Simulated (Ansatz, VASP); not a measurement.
This is a calculation of FeO for VASP 6.6.1.

The input INCAR:

```
PREC = Accurate
ENCUT = 520
EDIFF = 1E-7
ISMEAR = -1
SIGMA = 0.05
LREAL = False
LASPH = True
NELM = 150
ALGO = Normal
ISIF = 2
LWAVE = False
LCHARG = True
ISPIN = 2
MAGMOM = 3 0
LORBIT = 11
NUPDOWN = 3.0
LMAXMIX = 4
GGA = PE
LELF = True
LVHAR = True
NBANDS = 18
```

Contents of KPOINTS:

```
regular mesh
0
Gamma
  10 10 10
```

File POSCAR:

```
FeO
1.0
   -1.6021034130      1.6021034130      2.0833922500
    1.6021034130     -1.6021034130      2.0833922500
    1.6021034130      1.6021034130     -2.0833922500
Fe O
1 1
Direct
    0.0000000000      0.0000000000      0.0000000000
    0.5000000000      0.5000000000      0.0000000000
```

Potentials or basis: VASP PAW PBE potentials, release 64 (Fe, O).

Run with:

```sh
$ cat potpaw_PBE.64/Fe/POTCAR potpaw_PBE.64/O/POTCAR > POTCAR
$ mpirun -np 1 vasp_std > vasp.out
```

**Question.** Translate it to Ansatz 0.2.0. Potentials there: Ansatz PAW.

**Answer.** As run (the cutoff follows the program's own potentials):

The input input.yaml:

```yaml
crystal:
  lattice:
    - [-1.602103413, 1.602103413, 2.08339225]
    - [1.602103413, -1.602103413, 2.08339225]
    - [1.602103413, 1.602103413, -2.08339225]
  atoms:
    - { symbol: Fe, position: [0.0, 0.0, 0.0], spin: 3.0 }
    - { symbol: O, position: [0.5, 0.5, 0.0] }
hamiltonian:
  xc: pbe
  pseudopotentials: { kind: paw }
magnetization:
  spin_polarized: true
  initial_magnetization: 3.0
  spin_locking: { lock_magnetization: hard }
kpoints:
  mp_grid: { grid: [10, 10, 10] }
scf:
  occupations: { method: fermi_dirac, width: 0.05 }
  lower_state_search: "off"
output:
  forces: true
  stress: true
  eigenvalues: true
```

Potentials or basis: Ansatz PAW.

The run is started by

```bash
$ ansatz run input.yaml --threads 2 --pin off --max-ram 5632MiB --backend cpu --events-out ev --progress --plain --runs-dir out
```

Both were run:

|  | VASP | Ansatz | Ansatz less VASP |
| --- | --- | --- | --- |
| pressure (GPa) | -17.5 | -17.6 | -0.13 |
| traceless stress, the component that is largest in VASP (GPa) | -0.37 | -0.85 | -0.479 |
| net moment per atom (μB) | 1.50 | 1.50 | 0.000 |
| size of the moment on the site where the two differ most (μB) | 2.88 | 2.69 | -0.188 |

Site moments also hang on the region over which each program counts them. The functional is the same, so the differences come from potentials, cutoffs and numerics. VASP's potentials hold 14 valence electrons a cell and Ansatz's 22, so a difference there can come from the potentials and not from the codes.
